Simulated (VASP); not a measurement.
# F (Fm-3m) in VASP: a series of runs

Runs on F. Level: PBEsol. Tasks: single point.

Everything below comes from runs of VASP 6.6.1. Logs are shortened: lines on timing, memory, paths and dates and some standing lists are left out, and cuts for length are marked.

## 1. The cell of the first run

The structure is cubic, space group Fm-3m (No. 225). The conventional cell has a = 2.552 Å, b = 2.552 Å, c = 2.552 Å, α = 90.00°, β = 90.00°, γ = 90.00°. F (site symmetry m-3m) has 12 F at 1.80 Å within 2.4 Å.

## 2. Single point, PBEsol (volume scaled by 0.45)

Contents of INCAR:

```
ALGO = Normal
EDIFF = 1E-6
ENCUT = 520
GGA = PS
ISIF = 2
ISMEAR = -1
LASPH = T
LCHARG = T
LELF = T
LREAL = F
LVHAR = T
LWAVE = F
NBANDS = 10
NELM = 100
PREC = Accurate
SIGMA = 0.08
```

Contents of KPOINTS:

```
k-points
0
Gamma
  19 19 19
```

Contents of POSCAR:

```
F
1.0
    0.0000000000      1.2757570400      1.2757570400
    1.2757570400      0.0000000000      1.2757570400
    1.2757570400      1.2757570400      0.0000000000
F
1
Direct
    0.0000000000      0.0000000000      0.0000000000
```

Potentials or basis: VASP PAW PBE potentials, release 64 (F).

Launch:

```console
cat potpaw_PBE.64/F/POTCAR > POTCAR
mpirun -np 1 vasp_std > vasp.out
```

OUTCAR:

```text
EDIFF = 1E-6
   ENCUT = 520
   GGA = PS
   ISIF = 2
   ISMEAR = -1
   LASPH = T
   LREAL = F
   NELM = 100
   PREC = Accurate

 ion  position               nearest neighbor table
   1  0.000  0.000  0.000-

  LATTYP: Found a face centered cubic cell.
 ALAT       =     2.5515140800

  Lattice vectors:

 A1 = (   0.0000000000,   1.2757570400,   1.2757570400)
 A2 = (   1.2757570400,   0.0000000000,   1.2757570400)
 A3 = (   1.2757570400,   1.2757570400,   0.0000000000)

Analysis of symmetry for initial positions (statically):
=====================================================================
 Subroutine PRICEL returns:
 Original cell was already a primitive cell.

 Routine SETGRP: Setting up the symmetry group for a
 face centered cubic supercell.

 Subroutine GETGRP returns: Found 48 space group operations
 (whereof 48 operations were pure point group operations)
 out of a pool of 48 trial point group operations.

The static configuration has the point symmetry O_h .

Analysis of symmetry for dynamics (positions and initial velocities):
=====================================================================
 Subroutine PRICEL returns:
 Original cell was already a primitive cell.

 Routine SETGRP: Setting up the symmetry group for a
 face centered cubic supercell.

 Subroutine GETGRP returns: Found 48 space group operations
 (whereof 48 operations were pure point group operations)
 out of a pool of 48 trial point group operations.

The dynamic configuration has the point symmetry O_h .

 Subroutine INISYM returns: Found 48 space group operations
 (whereof 48 operations are pure point group operations),
 and found     1 'primitive' translations

----------------------------------------------------------------------------------------

                                     Primitive cell

  volume of cell :       4.1527

  direct lattice vectors                    reciprocal lattice vectors
     0.000000000  1.275757040  1.275757040    -0.391924155  0.391924155  0.391924155
     1.275757040  0.000000000  1.275757040     0.391924155 -0.391924155  0.391924155
     1.275757040  1.275757040  0.000000000     0.391924155  0.391924155 -0.391924155

  length of vectors
     1.804192908  1.804192908  1.804192908     0.678832549  0.678832549  0.678832549

  position of ions in fractional coordinates (direct lattice)
     0.000000000  0.000000000  0.000000000

  ion indices of the primitive-cell ions
   primitive index   ion index
                 1           1

----------------------------------------------------------------------------------------

 KPOINTS: k-points

Automatic generation of k-mesh.
 Grid dimensions read from file:
 generate k-points for:   19   19   19

 Generating k-lattice:

  Cartesian coordinates                     Fractional coordinates (reciprocal lattice)
    -0.020627587  0.020627587  0.020627587     0.052631579  0.000000000  0.000000000
     0.020627587 -0.020627587  0.020627587     0.000000000  0.052631579  0.000000000
     0.020627587  0.020627587 -0.020627587     0.000000000  0.000000000  0.052631579

  Length of vectors
     0.035728029  0.035728029  0.035728029

  Shift w.r.t. Gamma in fractional coordinates (k-lattice)
     0.000000000  0.000000000  0.000000000

 Subroutine IBZKPT returns following result:
 ===========================================

 Found    220 irreducible k-points:

 Following reciprocal coordinates:
            Coordinates               Weight
  0.000000  0.000000  0.000000      1.000000
  0.052632  0.000000  0.000000      8.000000
  0.105263  0.000000  0.000000      8.000000
  0.157895  0.000000  0.000000      8.000000
  0.210526  0.000000  0.000000      8.000000
  0.263158  0.000000  0.000000      8.000000
[... 16 lines left out ...]
 -0.315789  0.052632  0.000000     24.000000
 -0.263158  0.052632  0.000000     24.000000
 [... further k-points ...]
   k-points           NKPTS =    220   k-points in BZ     NKDIM =    220   number of bands    NBANDS=     10
   number of dos      NEDOS =    301   number of ions     NIONS =      1
   total plane-waves  NPLWV =   2744
   dimension x,y,z NGX =    14 NGY =   14 NGZ =   14
   dimension x,y,z NGXF=    28 NGYF=   28 NGZF=   28
   ions per type =               1
   NGX,Y,Z   is equivalent  to a cutoff of  12.90, 12.90, 12.90 a.u.
   NGXF,Y,Z  is equivalent  to a cutoff of  25.80, 25.80, 25.80 a.u.
 SYSTEM =  unknown system
   PREC   = accura    normal or accurate (medium, high low for compatibility)
   ISTART =      0    job   : 0-new  1-cont  2-samecut
   ICHARG =      2    charge: 1-file 2-atom 10-const
   ISPIN  =      1    spin polarized calculation?
   LNONCOLLINEAR =      F non collinear calculations
   LSORBIT =      F    spin-orbit coupling
   LASPH  =      T    aspherical Exc in radial PAW
   ENCUT  =  520.0 eV  38.22 Ry    6.18 a.u.   3.35  3.35  3.35*2*pi/ulx,y,z
   NELM   =    100;   NELMIN=  2; NELMDL= -5     # of ELM steps
   EDIFF  = 0.1E-05   stopping-criterion for ELM
   LREAL  =      F    real-space projection
   EDIFFG = 0.1E-04   stopping-criterion for IOM
   NSW    =      0    number of steps for IOM
   IBRION =     -1    ionic relax: 0-MD 1-quasi-New 2-CG
   NFREE  =      0    steps in history (QN), initial steepest desc. (CG)
   ISIF   =      2    stress and relaxation
   ISYM   =      2    0-nonsym 1-usesym 2-fastsym
   POTIM  = 0.5000    time-step for ionic-motion
   TEBEG  =    0.0;   TEEND  =   0.0 temperature during run
   PSTRESS=    0.0 pullay stress
   NELECT =       7.0000    total number of electrons
   NUPDOWN=      -1.0000    fix difference up-down
   EMIN   =  10.00;   EMAX   =-10.00  energy-range for DOS
   EFERMI =   0.00;   METHOD = LEGACY
   ISMEAR =    -1;   SIGMA  =   0.08  broadening in eV -4-tet -1-fermi 0-gaus
   EFERMI_NEDOS =   21; number of points for ismear=-14 and -15
   IALGO  =     38    algorithm
   IMIX   =      4    mixing-type and parameters
     AMIX     =   0.40;   BMIX     =  1.00
     AMIX_MAG =   1.60;   BMIX_MAG =  1.00
  volume/ion in A,a.u.               =       4.15        28.02
  Fermi-wavevector in a.u.,A,eV,Ry     =   1.948332  3.681813 51.647661  3.795996
  Thomas-Fermi vector in A             =   2.976359
   LORBIT       =      0    0 simple, 1 ext, 2 COOP (PROOUT), +10 PAW based schemes
   GGA     = PS    functional components
   LHFCALC =     F    Hartree Fock is set to
   AEXX    =    0.0000 exact exchange contribution
   IVDW    =     0    specifies the selected vdW correction
   LEPSILON=     F    determine dielectric tensor
   LRPA    =     F    only Hartree local field effects (RPA)
 non-spin polarized calculation
  energy-cutoff  :      520.00
  volume of cell :        4.15
 maximum number of plane-waves:       125
 NGX is ok and might be reduce to    14
   NGX =  7   NGY =  7   NGZ =  7

 number of electron       6.9999993 magnetization

 Free energy of the ion-electron system (eV)
  ---------------------------------------------------
  ext. energy  EPLUGINS =         0.00000000
  ---------------------------------------------------
  free energy    TOTEN  =         2.14871366 eV

  energy without entropy =        2.16420391  energy(sigma->0) =        2.15645879

 E-fermi :   9.6921     XC(G=0): -16.3452

 val. band max:        9.6845650123   @ k =   0.2105   0.2105   0.0000
 cond. band min:       9.6996159019   @ k =  -0.4211   0.1579   0.0000
 fundamental gap:      0.0150508895
 Fermi energy:         9.6920776708

 k-point     1 :       0.0000    0.0000    0.0000
  band No.  band energies     occupation
      1     -23.1886      2.00000
      2      11.7411      0.00000
      3      11.7411      0.00000
      4      11.7411      0.00000
      5      38.7672      0.00000
      6      57.0947      0.00000
      7      57.0947      0.00000
      8      57.0947      0.00000
      9      63.6364      0.00000
     10      76.0819      0.00000

 k-point     2 :       0.0526    0.0000    0.0000
  band No.  band energies     occupation
      1     -23.0458      2.00000
      2      11.3725      0.00000
      3      11.6962      0.00000
      4      11.6962      0.00000
      5      38.9329      0.00000
      6      55.2240      0.00000
      7      57.2632      0.00000
      8      57.2632      0.00000
      9      65.7950      0.00000
     10      72.9648      0.00000

 k-point     3 :       0.1053    0.0000    0.0000
  band No.  band energies     occupation
      1     -22.6206      2.00000
      2      10.3057      0.00093
      3      11.5680      0.00000
      4      11.5680      0.00000
      5      39.3870      0.00000
      6      52.2304      0.00000
      7      57.6648      0.00000
      8      57.6648      0.00000
      9      68.6952      0.00000
     10      70.1349      0.00000

 k-point     4 :       0.1579    0.0000    0.0000
  band No.  band energies     occupation
      1     -21.9192      2.00000
      2       8.6496      2.00000
      3      11.3746      0.00000
      4      11.3746      0.00000
      5      40.0083      0.00000
      6      49.5528      0.00000
      7      57.9478      0.00000
      8      57.9478      0.00000
      9      68.1723      0.00000
     10      68.4148      0.00000

 k-point     5 :       0.2105    0.0000    0.0000
  band No.  band energies     occupation
      1     -20.9573      2.00000
      2       6.5506      2.00000
      3      11.1408      0.00000
      4      11.1408      0.00000
      5      40.6234      0.00000
      6      47.4815      0.00000
      7      57.6225      0.00000
      8      57.6225      0.00000
      9      66.3539      0.00000
     10      68.3011      0.00000

 k-point     6 :       0.2632    0.0000    0.0000
  band No.  band energies     occupation
      1     -19.7584      2.00000
      2       4.1728      2.00000
      3      10.8956      0.00000
      4      10.8956      0.00000
      5      40.9724      0.00000
      6      46.1449      0.00000
      7      56.6558      0.00000
      8      56.6558      0.00000
      9      64.7558      0.00000
     10      69.7934      0.00000

 k-point     7 :       0.3158    0.0000    0.0000
  band No.  band energies     occupation
      1     -18.3673      2.00000
      2       1.6859      2.00000
      3      10.6656      0.00001
      4      10.6656      0.00001
      5      40.9057      0.00000
      6      45.5364      0.00000
      7      55.4829      0.00000
      8      55.4829      0.00000
      9      63.6069      0.00000
     10      72.4139      0.00000

 k-point     8 :       0.3684    0.0000    0.0000
  band No.  band energies     occupation
      1     -16.8723      2.00000
      2      -0.7202      2.00000
      3      10.4732      0.00012
      4      10.4732      0.00012
      5      40.5742      0.00000
      6      45.4115      0.00000
      7      54.4393      0.00000
      8      54.4393      0.00000
      9      62.9124      0.00000
     10      75.7712      0.00000

 k-point     9 :       0.4211    0.0000    0.0000
  band No.  band energies     occupation
      1     -15.4549      2.00000
      2      -2.7864      2.00000
      3      10.3355      0.00064
      4      10.3355      0.00064
      5      40.2400      0.00000
      6      45.4408      0.00000
      7      53.6890      0.00000
      8      53.6890      0.00000
      9      62.5670      0.00000
     10      79.5046      0.00000
[... 118 lines left out ...]
 k-point    19 :       0.4737    0.0526    0.0000
  band No.  band energies     occupation
      1     -14.6358      2.00000
      2      -3.6562      2.00000
      3      10.0182      0.03337
      4      10.1238      0.00902
      5      40.3412      0.00000
      6      44.8730      0.00000
      7      52.5709      0.00000
      8      53.7491      0.00000
      9      64.0929      0.00000
     10      79.7613      0.00000

 k-point    20 :      -0.4737    0.0526    0.0000
  band No.  band energies     occupation
      1     -14.2802      2.00000
      2      -4.1226      2.00000
      3       9.9033      0.13316
      4      10.1860      0.00416
      5      40.2970      0.00000
      6      44.8699      0.00000
      7      52.5378      0.00000
      8      53.5436      0.00000
      9      64.0598      0.00000
     10      82.5206      0.00000

 k-point    21 :      -0.4211    0.0526    0.0000
  band No.  band energies     occupation
      1     -14.9602      2.00000
      2      -3.2194      2.00000
      3       9.8682      0.19916
      4      10.3200      0.00078
      5      40.4211      0.00000
      6      44.9297      0.00000
      7      52.7115      0.00000
      8      53.7276      0.00000
      9      64.2194      0.00000
     10      78.7229      0.00000

 k-point    22 :      -0.3684    0.0526    0.0000
  band No.  band energies     occupation
      1     -16.2712      2.00000
      2      -1.3677      2.00000
      3       9.9169      0.11350
      4      10.5145      0.00007
      5      40.6883      0.00000
      6      45.0404      0.00000
      7      53.1230      0.00000
      8      54.3077      0.00000
      9      64.6169      0.00000
     10      74.7324      0.00000

 k-point    23 :      -0.3158    0.0526    0.0000
  band No.  band energies     occupation
      1     -17.7623      2.00000
      2       0.9380      2.00000
      3      10.0472      0.02334
      4      10.7518      0.00000
      5      40.9933      0.00000
      6      45.2279      0.00000
      7      53.8071      0.00000
      8      55.2594      0.00000
      9      65.3226      0.00000
     10      71.0765      0.00000

 k-point    24 :      -0.2632    0.0526    0.0000
  band No.  band energies     occupation
      1     -19.1952      2.00000
      2       3.3927      2.00000
      3      10.2505      0.00186
      4      11.0106      0.00000
      5      41.1263      0.00000
      6      45.7382      0.00000
      7      54.7740      0.00000
      8      56.5083      0.00000
      9      66.3409      0.00000
     10      68.0208      0.00000

 [... further k-points ...]
[... 5 lines left out ...]
  --------------------------------------------------------------------------------------
  -------------------------------------------------------------------------------------
  Total       10.8778339     10.8778339     10.8778339      0.0000000      0.0000000     -0.0000000
  in kB     4196.8078676   4196.8078676   4196.8078676      0.0000000      0.0000000     -0.0000000
  external PRESSURE =    4196.8078676 kB  Pullay stress =       0.0000000 kB

 VOLUME and BASIS-vectors are now :
 -----------------------------------------------------------------------------
  energy-cutoff  :      520.00
  volume of cell :        4.15
      direct lattice vectors                 reciprocal lattice vectors
     0.000000000  1.275757040  1.275757040    -0.391924155  0.391924155  0.391924155
     1.275757040  0.000000000  1.275757040     0.391924155 -0.391924155  0.391924155
     1.275757040  1.275757040  0.000000000     0.391924155  0.391924155 -0.391924155

 POSITION                                       TOTAL-FORCE (eV/Angst)
 -----------------------------------------------------------------------------------
      0.00000      0.00000      0.00000        -0.000000     -0.000000     -0.000000
 -----------------------------------------------------------------------------------
    total drift:                               -0.000000     -0.000000     -0.000000

  FREE ENERGIE OF THE ION-ELECTRON SYSTEM (eV)
  ---------------------------------------------------
  free  energy   TOTEN  =         2.1487136581 eV

  energy  without entropy=        2.1642039142  energy(sigma->0) =        2.15645879
```

It took 2.5 s on 1 thread of Intel Xeon 6975P-C (Granite Rapids), shared host; peak memory 0.11 GiB.

Results:

- Free energy: 2.1487 eV
- Pressure: 419.7 GPa

Levels at points of the mesh, in eV from the Fermi level:
```tsv
k point	band 1	band 2	band 3	band 4	band 5	band 6	band 7	band 8
(0.00, 0.00, 0.00)	-32.88	2.05	2.05	2.05	29.08	47.40	47.40	47.40
```

Caveat: the PAW data sets were made with another functional, which shifts forces and pressure a little; an odd number of electrons without spin polarisation forces a metal; a magnetic or distorted state may lie lower.

## 3. Single point, PBEsol (volume scaled by 0.52)

Contents of INCAR:

```
PREC     = Accurate       # precision mode
ENCUT    = 520            # plane-wave cutoff, eV
EDIFF    = 1E-6           # SCF threshold, eV
ISMEAR   = -1             # smearing method
SIGMA    = 0.08           # smearing width, eV
LREAL    = False          # projectors in reciprocal space
LASPH    = True           # aspherical terms in the spheres
NELM     = 80             # most SCF steps
ALGO     = Normal         # electronic algorithm
ISIF     = 2              # what is computed and relaxed
LWAVE    = False          # write WAVECAR
LCHARG   = False          # write CHGCAR
GGA      = PS             # functional
NBANDS   = 10             # bands
```

Contents of KPOINTS:

```
regular mesh
0
Gamma
  19 19 19
```

Contents of POSCAR:

```
F
1.0
    0.0000000000      1.3387461972      1.3387461972
    1.3387461972      0.0000000000      1.3387461972
    1.3387461972      1.3387461972      0.0000000000
F
1
Direct
    0.0000000000      0.0000000000      0.0000000000
```

Potentials or basis: VASP PAW PBE potentials, release 64 (F).

Launch:

```console
cat potpaw_PBE.64/F/POTCAR > POTCAR
mpirun -np 1 vasp_std > vasp.out
```

It took 2.2 s on 1 thread of Intel Xeon 6975P-C (Granite Rapids), shared host; peak memory 0.11 GiB.

Results (log left out):

```
Free energy : 0.8366 eV
Pressure    : 244.5 GPa
```

Levels at points of the mesh, in eV from the Fermi level:
```csv
k point,band 1,band 2,band 3,band 4,band 5,band 6,band 7,band 8
"(0.00, 0.00, 0.00)",-30.03,1.68,1.68,1.68,25.15,45.14,45.14,45.14
```

Caveat: the PAW data sets were made with another functional, which shifts forces and pressure a little; an odd number of electrons without spin polarisation forces a metal; a magnetic or distorted state may lie lower.
